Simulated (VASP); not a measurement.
# Rh (P6_3/mmc) in VASP: single point with PBE

Aim: the single point of Rh with PBE.

Program: VASP 6.6.1. These are calculated values, not measurements. Logs are shortened: lines on timing, memory, paths and dates and some standing lists are left out, and cuts for length are marked.

### Step 1. The cell of the first run

It takes space group P6_3/mmc (No. 194, hexagonal). Conventional cell: a = 2.726 Å, b = 2.726 Å, c = 4.381 Å, α = 90.00°, β = 90.00°, γ = 120.00°. Within 3.6 Å of Rh (site symmetry -6m2) lie 12 Rh at 2.70 to 2.73 Å.

This isn't the form of Rh at room conditions, which is fcc.

### Step 2. Single point, PBE

Input file POSCAR:

```
Rh
1.0
    2.7258206954      0.0000000000      0.0000000000
   -1.3629103477      2.3606299684      0.0000000000
    0.0000000000      0.0000000000      4.3807018545
Rh
2
Direct
    0.3333333333      0.6666666667      0.7500000000
    0.6666666667      0.3333333333      0.2500000000
```

Input file INCAR.step1:

```
SYSTEM = Rh
PREC     = Accurate       ! precision mode
ENCUT    = 520            ! plane-wave cutoff, eV
EDIFF    = 1E-7           ! SCF threshold, eV
ISMEAR   = 0              ! smearing method
SIGMA    = 0.05           ! smearing width, eV
LREAL    = .FALSE.        ! projectors in reciprocal space
LASPH    = .TRUE.         ! aspherical terms in the spheres
NELM     = 60             ! most SCF steps
ALGO     = Normal         ! electronic algorithm
ISIF     = 2              ! what is computed and relaxed
LWAVE    = .FALSE.        ! write WAVECAR
LCHARG   = .TRUE.         ! write CHGCAR
LMAXMIX  = 4              ! l up to which the mixer works
GGA      = PE             ! functional
NBANDS   = 22             ! bands
```

Input file KPOINTS.step1:

```
regular mesh
0
G
  18 18 10
  0 0 0
```

Input file INCAR.step2:

```
SYSTEM = Rh
PREC     = Accurate       ! precision mode
ENCUT    = 520            ! plane-wave cutoff, eV
EDIFF    = 1E-7           ! SCF threshold, eV
ISMEAR   = -5             ! smearing method
SIGMA    = 0.05           ! smearing width, eV
LREAL    = .FALSE.        ! projectors in reciprocal space
LASPH    = .TRUE.         ! aspherical terms in the spheres
NELM     = 60             ! most SCF steps
ALGO     = Normal         ! electronic algorithm
ISIF     = 2              ! what is computed and relaxed
LWAVE    = .FALSE.        ! write WAVECAR
LCHARG   = .FALSE.        ! write CHGCAR
LMAXMIX  = 4              ! l up to which the mixer works
GGA      = PE             ! functional
LORBIT   = 11             ! projections on sites
NBANDS   = 22             ! bands
NEDOS    = 2001           ! points of the DOS
ICHARG   = 11             ! starting density
```

Input file KPOINTS.step2:

```
regular mesh
0
G
  27 27 15
  0 0 0
```

Potentials or basis: VASP PAW PBE potentials, release 64 (Rh_pv).

Started as:

```console
cat potpaw_PBE.64/Rh_pv/POTCAR > POTCAR
cp INCAR.step1 INCAR
cp KPOINTS.step1 KPOINTS
mpirun -np 1 vasp_std > vasp.out
cp INCAR.step2 INCAR
cp KPOINTS.step2 KPOINTS
mpirun -np 1 vasp_std > vasp.out
```

OUTCAR:

```text
SYSTEM = Rh
   PREC = Accurate
   ENCUT = 520
   EDIFF = 1E-7
   ISMEAR = -5
   LREAL = .FALSE.
   LASPH = .TRUE.
   NELM = 60
   ISIF = 2
   GGA = PE
   LORBIT = 11
   ICHARG = 11

 ion  position               nearest neighbor table
   1  0.333  0.667  0.750-   2 2.70   2 2.70   2 2.70   2 2.70   2 2.70   2 2.70
   2  0.667  0.333  0.250-   1 2.70   1 2.70   1 2.70   1 2.70   1 2.70   1 2.70

  LATTYP: Found a hexagonal cell.
 ALAT       =     2.7258206954
 C/A-ratio  =     1.6071129924

  Lattice vectors:

 A1 = (   2.7258206954,   0.0000000000,   0.0000000000)
 A2 = (  -1.3629103477,   2.3606299684,   0.0000000000)
 A3 = (   0.0000000000,   0.0000000000,   4.3807018545)

Analysis of symmetry for initial positions (statically):
=====================================================================
 Subroutine PRICEL returns:
 Original cell was already a primitive cell.

 Routine SETGRP: Setting up the symmetry group for a
 hexagonal supercell.

 Subroutine GETGRP returns: Found 24 space group operations
 (whereof 12 operations were pure point group operations)
 out of a pool of 24 trial point group operations.

The static configuration has the point symmetry D_3d.
 The point group associated with its full space group is D_6h.

Analysis of symmetry for dynamics (positions and initial velocities):
=====================================================================
 Subroutine PRICEL returns:
 Original cell was already a primitive cell.

 Routine SETGRP: Setting up the symmetry group for a
 hexagonal supercell.

 Subroutine GETGRP returns: Found 24 space group operations
 (whereof 12 operations were pure point group operations)
 out of a pool of 24 trial point group operations.

The dynamic configuration has the point symmetry D_3d.
 The point group associated with its full space group is D_6h.

 Subroutine INISYM returns: Found 24 space group operations
 (whereof 12 operations are pure point group operations),
 and found     1 'primitive' translations

----------------------------------------------------------------------------------------

                                     Primitive cell

  volume of cell :      28.1883

  direct lattice vectors                    reciprocal lattice vectors
     2.725820695  0.000000000  0.000000000     0.366861988  0.211807868  0.000000000
    -1.362910348  2.360629968  0.000000000     0.000000000  0.423615735  0.000000000
     0.000000000  0.000000000  4.380701854     0.000000000  0.000000000  0.228273923

  length of vectors
     2.725820695  2.725820695  4.380701854     0.423615735  0.423615735  0.228273923

  position of ions in fractional coordinates (direct lattice)
     0.333333333  0.666666667  0.750000000
     0.666666667  0.333333333  0.250000000

  ion indices of the primitive-cell ions
   primitive index   ion index
                 1           1
                 2           2

----------------------------------------------------------------------------------------

 KPOINTS: regular mesh

Automatic generation of k-mesh.
 Grid dimensions read from file:
 generate k-points for:   27   27   15

 Generating k-lattice:

  Cartesian coordinates                     Fractional coordinates (reciprocal lattice)
     0.013587481  0.007844736  0.000000000     0.037037037  0.000000000  0.000000000
     0.000000000  0.015689472  0.000000000     0.000000000  0.037037037  0.000000000
     0.000000000  0.000000000  0.015218262     0.000000000  0.000000000  0.066666667

  Length of vectors
     0.015689472  0.015689472  0.015218262

  Shift w.r.t. Gamma in fractional coordinates (k-lattice)
     0.000000000  0.000000000  0.000000000

 TETIRR: Found  10722 inequivalent tetrahedra from    65610

 Subroutine IBZKPT returns following result:
 ===========================================

 Found    600 irreducible k-points:

 Following reciprocal coordinates:
            Coordinates               Weight
  0.000000  0.000000  0.000000      1.000000
  0.037037 -0.000000  0.000000      6.000000
  0.074074 -0.000000  0.000000      6.000000
  0.111111 -0.000000  0.000000      6.000000
  0.148148 -0.000000  0.000000      6.000000
  0.185185 -0.000000  0.000000      6.000000
[... 16 lines left out ...]
  0.333333  0.037037  0.000000     12.000000
  0.370370  0.037037  0.000000     12.000000
 [... further k-points ...]
   k-points           NKPTS =    600   k-points in BZ     NKDIM =    600   number of bands    NBANDS=     22
   number of dos      NEDOS =   2001   number of ions     NIONS =      2
   total plane-waves  NPLWV =  14400
   dimension x,y,z NGX =    20 NGY =   20 NGZ =   36
   dimension x,y,z NGXF=    40 NGYF=   40 NGZF=   72
   ions per type =               2
   NGX,Y,Z   is equivalent  to a cutoff of  12.20, 12.20, 13.66 a.u.
   NGXF,Y,Z  is equivalent  to a cutoff of  24.40, 24.40, 27.32 a.u.
 SYSTEM =  Rh
   PREC   = accura    normal or accurate (medium, high low for compatibility)
   ISTART =      0    job   : 0-new  1-cont  2-samecut
   ICHARG =     11    charge: 1-file 2-atom 10-const
   ISPIN  =      1    spin polarized calculation?
   LNONCOLLINEAR =      F non collinear calculations
   LSORBIT =      F    spin-orbit coupling
   LASPH  =      T    aspherical Exc in radial PAW
   ENCUT  =  520.0 eV  38.22 Ry    6.18 a.u.   5.07  5.07  8.15*2*pi/ulx,y,z
   NELM   =     60;   NELMIN=  2; NELMDL=  0     # of ELM steps
   EDIFF  = 0.1E-06   stopping-criterion for ELM
   LREAL  =      F    real-space projection
   EDIFFG = 0.1E-05   stopping-criterion for IOM
   NSW    =      0    number of steps for IOM
   IBRION =     -1    ionic relax: 0-MD 1-quasi-New 2-CG
   NFREE  =      0    steps in history (QN), initial steepest desc. (CG)
   ISIF   =      2    stress and relaxation
   ISYM   =      2    0-nonsym 1-usesym 2-fastsym
   POTIM  = 0.5000    time-step for ionic-motion
   TEBEG  =    0.0;   TEEND  =   0.0 temperature during run
   PSTRESS=    0.0 pullay stress
   NELECT =      30.0000    total number of electrons
   NUPDOWN=      -1.0000    fix difference up-down
   EMIN   =  10.00;   EMAX   =-10.00  energy-range for DOS
   EFERMI =   0.00;   METHOD = LEGACY
   ISMEAR =    -5;   SIGMA  =   0.05  broadening in eV -4-tet -1-fermi 0-gaus
   EFERMI_NEDOS =   21; number of points for ismear=-14 and -15
   IALGO  =     38    algorithm
   IMIX   =      4    mixing-type and parameters
     AMIX     =   0.40;   BMIX     =  1.00
     AMIX_MAG =   1.60;   BMIX_MAG =  1.00
  volume/ion in A,a.u.               =      14.09        95.11
  Fermi-wavevector in a.u.,A,eV,Ry     =   1.671446  3.158574 38.011016  2.793731
  Thomas-Fermi vector in A             =   2.756767
   LORBIT       =     11    0 simple, 1 ext, 2 COOP (PROOUT), +10 PAW based schemes
   GGA     = PE    functional components
   LHFCALC =     F    Hartree Fock is set to
   AEXX    =    0.0000 exact exchange contribution
   IVDW    =     0    specifies the selected vdW correction
   LEPSILON=     F    determine dielectric tensor
   LRPA    =     F    only Hartree local field effects (RPA)
 non-spin polarized calculation
 Fermi weights with tetrahedron method with Bloechl corrections
  energy-cutoff  :      520.00
  volume of cell :       28.19
 maximum number of plane-waves:       780

 number of electron      30.0000011 magnetization

 Free energy of the ion-electron system (eV)
  ---------------------------------------------------
  ext. energy  EPLUGINS =         0.00000000
  ---------------------------------------------------
  free energy    TOTEN  =       -14.44093097 eV

  energy without entropy =      -14.44093097  energy(sigma->0) =      -14.44093097

 E-fermi :  11.5522     XC(G=0): -13.8708

 val. band max:       11.6676986537   @ k =   0.0000   0.0000   0.0000
 cond. band min:      11.5159213520   @ k =   0.1852   0.0741   0.4000
 fundamental gap:     -0.1517773017
 Fermi energy:        11.5521777939

 k-point     1 :       0.0000    0.0000    0.0000
  band No.  band energies     occupation
      1     -35.5807      2.00000
      2     -34.9608      2.00000
      3     -34.9608      2.00000
      4     -34.8823      2.00000
      5     -34.8584      2.00000
      6     -34.8584      2.00000
[... 14 lines left out ...]
     21      29.7370      0.00000
     22      30.2497      0.00000

 k-point     2 :       0.0370   -0.0000    0.0000
  band No.  band energies     occupation
      1     -35.5777      2.00000
      2     -34.9673      2.00000
      3     -34.9630      2.00000
      4     -34.8835      2.00000
      5     -34.8653      2.00000
      6     -34.8595      2.00000
[... 14 lines left out ...]
     21      29.7905      0.00000
     22      30.2903      0.00000

 k-point     3 :       0.0741   -0.0000    0.0000
  band No.  band energies     occupation
      1     -35.5690      2.00000
      2     -34.9866      2.00000
      3     -34.9693      2.00000
      4     -34.8874      2.00000
      5     -34.8854      2.00000
      6     -34.8625      2.00000
[... 14 lines left out ...]
     21      29.9432      0.00000
     22      30.3574      0.00000
[... 476 lines left out ...]
 k-point    23 :       0.3333    0.0370    0.0000
  band No.  band energies     occupation
      1     -35.3666      2.00000
      2     -35.3493      2.00000
      3     -35.2468      2.00000
      4     -35.0837      2.00000
      5     -34.9959      2.00000
      6     -34.9294      2.00000
[... 14 lines left out ...]
     21      25.7585      0.00000
     22      27.1254      0.00000

 k-point    24 :       0.3704    0.0370    0.0000
  band No.  band energies     occupation
      1     -35.3903      2.00000
      2     -35.3348      2.00000
      3     -35.2846      2.00000
      4     -35.0965      2.00000
      5     -35.0172      2.00000
      6     -34.9371      2.00000
[... 14 lines left out ...]
     21      25.1349      0.00000
     22      26.6182      0.00000

 [... further k-points ...]

------------------------ aborting loop because EDIFF is reached ----------------------------------------

  FORCE on cell =-STRESS in cart. coord.  units (eV):
  Direction    XX          YY          ZZ          XY          YZ          ZX
  --------------------------------------------------------------------------------------
  -------------------------------------------------------------------------------------
  Total        0.0908508      0.0908508      0.0120413     -0.0000000     -0.0000000      0.0000000
  in kB        5.1638145      5.1638145      0.6844092     -0.0000000     -0.0000000      0.0000000
  external PRESSURE =       3.6706794 kB  Pullay stress =       0.0000000 kB

 VOLUME and BASIS-vectors are now :
 -----------------------------------------------------------------------------
  energy-cutoff  :      520.00
  volume of cell :       28.19
      direct lattice vectors                 reciprocal lattice vectors
     2.725820695  0.000000000  0.000000000     0.366861988  0.211807868  0.000000000
    -1.362910348  2.360629968  0.000000000     0.000000000  0.423615735  0.000000000
     0.000000000  0.000000000  4.380701854     0.000000000  0.000000000  0.228273923

 POSITION                                       TOTAL-FORCE (eV/Angst)
 -----------------------------------------------------------------------------------
     -0.00000      1.57375      3.28553        -0.000000     -0.000000      0.000000
      1.36291      0.78688      1.09518         0.000000      0.000000      0.000000
 -----------------------------------------------------------------------------------
    total drift:                               -0.000000      0.000000     -0.000000

  FREE ENERGIE OF THE ION-ELECTRON SYSTEM (eV)
  ---------------------------------------------------
  free  energy   TOTEN  =       -14.4409309673 eV

  energy  without entropy=      -14.4409309673  energy(sigma->0) =      -14.44093097

 total charge

# of ion       s       p       d       tot
------------------------------------------
    1        0.399   6.285   7.060  13.745
    2        0.399   6.285   7.060  13.745
--------------------------------------------------
tot          0.798  12.571  14.121  27.489
```

Run time: 1.9 min. Hardware: 1 thread of Intel Xeon 6975P-C (Granite Rapids), shared host; peak memory 0.4 GiB.

Results:

```yaml
Valence_electrons_inside_the_program's_atomic_spheres: Rh 13.74
```

Caveat: tetrahedron occupations give inexact forces and stress in metals.
